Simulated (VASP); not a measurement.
# Al2Pd (Fm-3m) in VASP: notebook

Runs on Al2Pd. Level: LDA. Tasks: single point.

All numbers are computed with VASP 6.6.1; they aren't measurements. Logs are shortened: lines on timing, memory, paths and dates and some standing lists are left out, and cuts for length are marked.

## 1. The cell of the first run

The structure is cubic, space group Fm-3m (No. 225). Conventional cell: a = 5.899 Å, b = 5.899 Å, c = 5.899 Å, α = 90.00°, β = 90.00°, γ = 90.00°. Al (site symmetry -43m) has 4 Pd at 2.55 Å and 6 Al at 2.95 Å within 3.4 Å. Pd (site symmetry m-3m) has 8 Al at 2.55 Å within 3.4 Å.

## 2. Single point, LDA

INCAR reads:

```
SYSTEM = Al2Pd
PREC = Accurate ; ENCUT = 500
EDIFF = 1E-6 ; ISMEAR = 1
SIGMA = 0.1 ; LREAL = .FALSE.
LASPH = .TRUE. ; NELM = 120
ALGO = Normal ; ISIF = 2
LWAVE = .FALSE. ; LCHARG = .TRUE.
GGA = CA ; LELF = .TRUE.
LVHAR = .TRUE. ; NBANDS = 15
GGA_COMPAT = .FALSE.
```

KPOINTS reads:

```
regular mesh
0
G
  8 8 8
  0 0 0
```

POSCAR reads:

```
Al2Pd
1.0
    4.1712730000      0.0000000000      0.0000000000
    2.0856365000      3.6124283841      0.0000000000
    2.0856365000      1.2041427947      3.4058301426
Al Pd
2 1
Direct
    0.2500000000      0.2500000000      0.2500000000
    0.7500000000      0.7500000000      0.7500000000
    0.0000000000      0.0000000000      0.0000000000
```

Potentials or basis: VASP PAW LDA potentials, release 64 (Al, Pd).

Launch:

```bash
$ cat potpaw_LDA.64/Al/POTCAR potpaw_LDA.64/Pd/POTCAR > POTCAR
$ mpirun -np 1 vasp_std > vasp.out
```

OUTCAR:

```text
SYSTEM = Al2Pd
   PREC = Accurate
   ENCUT = 500
   EDIFF = 1E-6
   ISMEAR = 1
   LREAL = .FALSE.
   LASPH = .TRUE.
   NELM = 120
   ISIF = 2
   GGA = CA

 ion  position               nearest neighbor table
   1  0.250  0.250  0.250-   3 2.55   3 2.55   3 2.55   3 2.55   2 2.95   2 2.95   2 2.95   2 2.95
                             2 2.95   2 2.95
   2  0.750  0.750  0.750-   3 2.55   3 2.55   3 2.55   3 2.55   1 2.95   1 2.95   1 2.95   1 2.95
                             1 2.95   1 2.95
   3  0.000  0.000  0.000-   2 2.55   1 2.55   1 2.55   2 2.55   1 2.55   2 2.55   2 2.55   1 2.55

  LATTYP: Found a face centered cubic cell.
 ALAT       =     5.8990708489

  Lattice vectors:

 A1 = (   4.1712730000,   0.0000000000,   0.0000000000)
 A2 = (   2.0856365000,   3.6124283841,   0.0000000000)
 A3 = (   2.0856365000,   1.2041427947,   3.4058301426)

Analysis of symmetry for initial positions (statically):
=====================================================================
 Subroutine PRICEL returns:
 Original cell was already a primitive cell.

 Routine SETGRP: Setting up the symmetry group for a
 face centered cubic supercell.

 Subroutine GETGRP returns: Found 48 space group operations
 (whereof 48 operations were pure point group operations)
 out of a pool of 48 trial point group operations.

The static configuration has the point symmetry O_h .

Analysis of symmetry for dynamics (positions and initial velocities):
=====================================================================
 Subroutine PRICEL returns:
 Original cell was already a primitive cell.

 Routine SETGRP: Setting up the symmetry group for a
 face centered cubic supercell.

 Subroutine GETGRP returns: Found 48 space group operations
 (whereof 48 operations were pure point group operations)
 out of a pool of 48 trial point group operations.

The dynamic configuration has the point symmetry O_h .

 Subroutine INISYM returns: Found 48 space group operations
 (whereof 48 operations are pure point group operations),
 and found     1 'primitive' translations

----------------------------------------------------------------------------------------

                                     Primitive cell

  volume of cell :      51.3205

  direct lattice vectors                    reciprocal lattice vectors
     4.171273000  0.000000000  0.000000000     0.239734968 -0.138411048 -0.097871391
     2.085636500  3.612428384  0.000000000     0.000000000  0.276822097 -0.097871391
     2.085636500  1.204142795  3.405830143     0.000000000  0.000000000  0.293614173

  length of vectors
     4.171273000  4.171273000  4.171273000     0.293614173  0.293614173  0.293614173

  position of ions in fractional coordinates (direct lattice)
     0.250000000  0.250000000  0.250000000
     0.750000000  0.750000000  0.750000000
     0.000000000  0.000000000  0.000000000

  ion indices of the primitive-cell ions
   primitive index   ion index
                 1           1
                 2           2
                 3           3

----------------------------------------------------------------------------------------

 KPOINTS: regular mesh

Automatic generation of k-mesh.
 Grid dimensions read from file:
 generate k-points for:    8    8    8

 Generating k-lattice:

  Cartesian coordinates                     Fractional coordinates (reciprocal lattice)
     0.029966871 -0.017301381 -0.012233924     0.125000000  0.000000000 -0.000000000
     0.000000000  0.034602762 -0.012233924     0.000000000  0.125000000  0.000000000
     0.000000000  0.000000000  0.036701772     0.000000000  0.000000000  0.125000000

  Length of vectors
     0.036701772  0.036701772  0.036701772

  Shift w.r.t. Gamma in fractional coordinates (k-lattice)
     0.000000000  0.000000000  0.000000000

 Subroutine IBZKPT returns following result:
 ===========================================

 Found     29 irreducible k-points:

 Following reciprocal coordinates:
            Coordinates               Weight
  0.000000  0.000000  0.000000      1.000000
  0.125000  0.000000 -0.000000      8.000000
  0.250000  0.000000 -0.000000      8.000000
  0.375000  0.000000  0.000000      8.000000
  0.500000  0.000000 -0.000000      4.000000
  0.125000  0.125000  0.000000      6.000000
[... 16 lines left out ...]
  0.500000  0.250000  0.125000     48.000000
 -0.375000  0.250000  0.125000     24.000000
 [... further k-points ...]
   k-points           NKPTS =     29   k-points in BZ     NKDIM =     29   number of bands    NBANDS=     15
   number of dos      NEDOS =    301   number of ions     NIONS =      3
   total plane-waves  NPLWV =  27000
   dimension x,y,z NGX =    30 NGY =   30 NGZ =   30
   dimension x,y,z NGXF=    60 NGYF=   60 NGZF=   60
   ions per type =               2   1
   NGX,Y,Z   is equivalent  to a cutoff of  11.96, 11.96, 11.96 a.u.
   NGXF,Y,Z  is equivalent  to a cutoff of  23.91, 23.91, 23.91 a.u.
 SYSTEM =  Al2Pd
   PREC   = accura    normal or accurate (medium, high low for compatibility)
   ISTART =      0    job   : 0-new  1-cont  2-samecut
   ICHARG =      2    charge: 1-file 2-atom 10-const
   ISPIN  =      1    spin polarized calculation?
   LNONCOLLINEAR =      F non collinear calculations
   LSORBIT =      F    spin-orbit coupling
   LASPH  =      T    aspherical Exc in radial PAW
   ENCUT  =  500.0 eV  36.75 Ry    6.06 a.u.   7.61  7.61  7.61*2*pi/ulx,y,z
   NELM   =    120;   NELMIN=  2; NELMDL= -5     # of ELM steps
   EDIFF  = 0.1E-05   stopping-criterion for ELM
   LREAL  =      F    real-space projection
[... 7 lines left out ...]
   TEBEG  =    0.0;   TEEND  =   0.0 temperature during run
   PSTRESS=    0.0 pullay stress
   NELECT =      16.0000    total number of electrons
   NUPDOWN=      -1.0000    fix difference up-down
   EMIN   =  10.00;   EMAX   =-10.00  energy-range for DOS
   EFERMI =   0.00;   METHOD = LEGACY
   ISMEAR =     1;   SIGMA  =   0.10  broadening in eV -4-tet -1-fermi 0-gaus
   EFERMI_NEDOS =   21; number of points for ismear=-14 and -15
   IALGO  =     38    algorithm
   IMIX   =      4    mixing-type and parameters
     AMIX     =   0.40;   BMIX     =  1.00
     AMIX_MAG =   1.60;   BMIX_MAG =  1.00
  volume/ion in A,a.u.               =      17.11       115.44
  Fermi-wavevector in a.u.,A,eV,Ry     =   1.110072  2.097732 16.765918  1.232260
  Thomas-Fermi vector in A             =   2.246619
   LORBIT       =      0    0 simple, 1 ext, 2 COOP (PROOUT), +10 PAW based schemes
   GGA     = CA    functional components
   LHFCALC =     F    Hartree Fock is set to
   AEXX    =    0.0000 exact exchange contribution
   IVDW    =     0    specifies the selected vdW correction
   LEPSILON=     F    determine dielectric tensor
   LRPA    =     F    only Hartree local field effects (RPA)
 non-spin polarized calculation
 Methfessel and Paxton  Order N= 1 SIGMA  =   0.10
  energy-cutoff  :      500.00
  volume of cell :       51.32
 maximum number of plane-waves:      1322
   NGX = 15   NGY = 15   NGZ = 15

 number of electron      15.9999994 magnetization

 Free energy of the ion-electron system (eV)
  ---------------------------------------------------
  ext. energy  EPLUGINS =         0.00000000
  ---------------------------------------------------
  free energy    TOTEN  =       -16.80505442 eV

  energy without entropy =      -16.80333097  energy(sigma->0) =      -16.80447993

 E-fermi :   7.4729     XC(G=0): -10.8238

 val. band max:        7.3440423663   @ k =   0.3750   0.2500   0.0000
 cond. band min:       7.4738462481   @ k =   0.2500   0.1250   0.0000
 fundamental gap:      0.1298038818
 Fermi energy:         7.4729007681

 k-point     1 :       0.0000    0.0000    0.0000
  band No.  band energies     occupation
      1      -2.1023      2.00000
      2       2.6214      2.00000
      3       2.6214      2.00000
      4       2.6214      2.00000
      5       3.7464      2.00000
      6       3.7464      2.00000
      7      10.4959      0.00000
      8      11.4933      0.00000
      9      11.4933      0.00000
     10      11.4933      0.00000
     11      12.0041      0.00000
     12      12.0041      0.00000
     13      12.0041      0.00000
     14      13.9424      0.00000
     15      13.9424      0.00000

 k-point     2 :       0.1250    0.0000   -0.0000
  band No.  band energies     occupation
      1      -1.8954      2.00000
      2       2.5112      2.00000
      3       2.6804      2.00000
      4       2.6804      2.00000
      5       3.7295      2.00000
      6       3.7295      2.00000
      7       9.0500     -0.00000
      8      10.6746      0.00000
      9      10.6746      0.00000
     10      10.8737      0.00000
     11      12.8945      0.00000
     12      12.8945      0.00000
     13      13.4072      0.00000
     14      13.4072      0.00000
     15      13.5112      0.00000

 k-point     3 :       0.2500    0.0000   -0.0000
  band No.  band energies     occupation
      1      -1.2958      2.00000
      2       2.2366      2.00000
      3       2.8044      2.00000
      4       2.8044      2.00000
      5       3.7318      2.00000
      6       3.7318      2.00000
      7       6.6902      2.00000
      8       9.7375      0.00000
      9       9.7375      0.00000
     10      11.2419      0.00000
     11      12.4363      0.00000
     12      12.4363      0.00000
     13      12.9875      0.00000
     14      14.5440      0.00000
     15      14.5440      0.00000
[... 343 lines left out ...]
 k-point    23 :       0.5000    0.2500    0.1250
  band No.  band energies     occupation
      1       0.1141      2.00000
      2       1.8358      2.00000
      3       2.8083      2.00000
      4       3.1497      2.00000
      5       3.6375      2.00000
      6       3.9328      2.00000
      7       4.9559      2.00000
      8       6.5655      2.00000
      9       7.9467     -0.00000
     10      11.1407      0.00000
     11      12.1847      0.00000
     12      13.6648      0.00000
     13      14.5583      0.00000
     14      15.4921      0.00000
     15      17.0642      0.00000

 k-point    24 :      -0.3750    0.2500    0.1250
  band No.  band energies     occupation
      1       0.7868      2.00000
      2       1.5769      2.00000
      3       2.7608      2.00000
      4       3.1716      2.00000
      5       3.6931      2.00000
      6       4.0276      2.00000
      7       4.1255      2.00000
      8       6.5297      2.00000
      9       7.5027      0.51897
     10      11.0592      0.00000
     11      12.1657      0.00000
     12      14.6257      0.00000
     13      14.8277      0.00000
     14      15.7254      0.00000
     15      15.9925      0.00000

 [... further k-points ...]

------------------------ aborting loop because EDIFF is reached ----------------------------------------

  FORCE on cell =-STRESS in cart. coord.  units (eV):
  Direction    XX          YY          ZZ          XY          YZ          ZX
  --------------------------------------------------------------------------------------
  -------------------------------------------------------------------------------------
  Total       -1.0810513     -1.0810513     -1.0810513      0.0000000     -0.0000000      0.0000000
  in kB      -33.7493976    -33.7493976    -33.7493976      0.0000000     -0.0000000      0.0000000
  external PRESSURE =     -33.7493976 kB  Pullay stress =       0.0000000 kB

 VOLUME and BASIS-vectors are now :
 -----------------------------------------------------------------------------
  energy-cutoff  :      500.00
  volume of cell :       51.32
      direct lattice vectors                 reciprocal lattice vectors
     4.171273000  0.000000000  0.000000000     0.239734968 -0.138411048 -0.097871391
     2.085636500  3.612428384  0.000000000     0.000000000  0.276822097 -0.097871391
     2.085636500  1.204142795  3.405830143     0.000000000  0.000000000  0.293614173

 POSITION                                       TOTAL-FORCE (eV/Angst)
 -----------------------------------------------------------------------------------
      2.08564      1.20414      0.85146         0.000000     -0.000000      0.000000
      6.25691      3.61243      2.55437        -0.000000      0.000000     -0.000000
      0.00000      0.00000      0.00000         0.000000      0.000000      0.000000
 -----------------------------------------------------------------------------------
    total drift:                               -0.000000      0.000000      0.000000

  FREE ENERGIE OF THE ION-ELECTRON SYSTEM (eV)
  ---------------------------------------------------
  free  energy   TOTEN  =       -16.8050544167 eV

  energy  without entropy=      -16.8033309672  energy(sigma->0) =      -16.80447993
```

It took 40 s on 1 thread of Intel Xeon 8259CL, shared host; peak memory 0.16 GiB.

What came out:

```yaml
Free_energy: -16.8051 eV
Pressure: -3.4 GPa
Band_gap_on_the_k_mesh: zero (bands 8 and 9 overlap by 5.46 eV)
```

Levels at points of the mesh, in eV from the Fermi level:
| k point | band 5 | band 6 | band 7 | band 8 | band 9 | band 10 | band 11 | band 12 |
| --- | --- | --- | --- | --- | --- | --- | --- | --- |
| (0.00, 0.00, 0.00) | -3.73 | -3.73 | 3.02 | 4.02 | 4.02 | 4.02 | 4.53 | 4.53 |
| (0.50, 0.00, 0.00) | -3.57 | -3.57 | -3.39 | 1.20 | 1.20 | 3.86 | 4.39 | 4.39 |
| (0.50, 0.50, 0.00) | -3.84 | -3.36 | -2.81 | -1.44 | -1.44 | 2.13 | 3.15 | 8.36 |

Caveat: the cell stands under tension.

## 3. Single point, LDA

INCAR reads:

```
PREC = Accurate ; ENCUT = 500
EDIFF = 1E-6 ; ISMEAR = 1
SIGMA = 0.1 ; LREAL = False
LASPH = True ; NELM = 120
ALGO = Normal ; ISIF = 2
LWAVE = False ; LCHARG = False
NBANDS = 15 ; GGA_COMPAT = False
```

KPOINTS reads:

```
regular mesh
0
Gamma
  8 8 8
```

POSCAR is that of step 2.

Potentials or basis: VASP PAW LDA potentials, release 64 (Al, Pd).

Launch:

```bash
$ cat potpaw_LDA.64/Al/POTCAR potpaw_LDA.64/Pd/POTCAR > POTCAR
$ mpirun -np 1 vasp_std > vasp.out
```

Run time: 37 s. Hardware: 1 thread of Intel Xeon 8259CL, shared host; peak memory 0.16 GiB.

Results (log left out):

```yaml
Free_energy: -16.8051 eV
Pressure: -3.4 GPa
Band_gap_on_the_k_mesh: zero (bands 8 and 9 overlap by 5.46 eV)
```

Levels at points of the mesh, in eV from the Fermi level:
| k point | band 4 | band 5 | band 6 | band 7 | band 8 | band 9 | band 10 | band 11 | band 12 | band 13 |
| --- | --- | --- | --- | --- | --- | --- | --- | --- | --- | --- |
| (0.00, 0.00, 0.00) | -4.85 | -3.73 | -3.73 | 3.02 | 4.02 | 4.02 | 4.02 | 4.53 | 4.53 | 4.53 |
| (0.50, 0.00, 0.00) | -4.58 | -3.57 | -3.57 | -3.39 | 1.20 | 1.20 | 3.86 | 4.39 | 4.39 | 5.33 |
| (0.50, 0.50, 0.00) | -3.84 | -3.84 | -3.36 | -2.81 | -1.44 | -1.44 | 2.13 | 3.15 | 8.36 | 10.51 |

Caveat: the cell stands under tension.

The gap in the log of VASP goes by the Fermi energy; the results here count the filled bands.